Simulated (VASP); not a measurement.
Write the native input for VASP 6.6.1 that does the following.

- Task: single point
- Functional: BLYP
- Potentials or basis: VASP PAW PBE potentials, release 64 (Sr_sv)
- Cutoff: 500 eV
- k mesh: 9 × 9 × 9
- Occupations: fermi-dirac, width 0.1 eV
- Spin: no spin polarisation
- Dipole correction: no
- Further INCAR settings: ALGO = Normal; EDIFF = 1e-06; NBANDS = 11

The structure of Sr lies in POSCAR:

```
Sr
1.0
    3.8008958919      0.0000000000      0.0000000000
    0.0000000000      3.8008958919      0.0000000000
    0.0000000000      0.0000000000      3.8008958919
Sr
1
Direct
    0.0000000000      0.0000000000      0.0000000000
```

This cell differs from its parent crystal: volume scaled by 0.88.

The input as run:

INCAR

```
SYSTEM = Sr
  PREC = Accurate
  ENCUT = 500
  EDIFF = 1E-6
  ISMEAR = -1
  SIGMA = 0.1
  LREAL = .FALSE.
  LASPH = .TRUE.
  NELM = 120
  ALGO = Normal
  ISIF = 2
  LWAVE = .FALSE.
  LCHARG = .FALSE.
  GGA = B5
  ALDAX = 1.0
  AGGAX = 1.0
  AGGAC = 1.0
  ALDAC = 0.0
  NBANDS = 11
  GGA_COMPAT = .FALSE.
```

KPOINTS

```
regular mesh
0
G
  9 9 9
  0 0 0
```

Potentials or basis: VASP PAW PBE potentials, release 64 (Sr_sv).

Launch:

```sh
$ cat potpaw_PBE.64/Sr_sv/POTCAR > POTCAR
$ mpirun -np 1 vasp_std > vasp.out
```

Results of the run:

The pressure is 0.7 GPa and the band gap on the k mesh is zero (band 5 reaches 2.26 eV, above the bottom of band 6 at 1.95 eV).

Caveat: the PAW data sets were made with another functional, which shifts forces and pressure a little.

It took 18 s on 1 thread of Intel(R) Xeon(R) 6975P-C (Granite Rapids), on a shared host, peak memory 0.16 GiB.
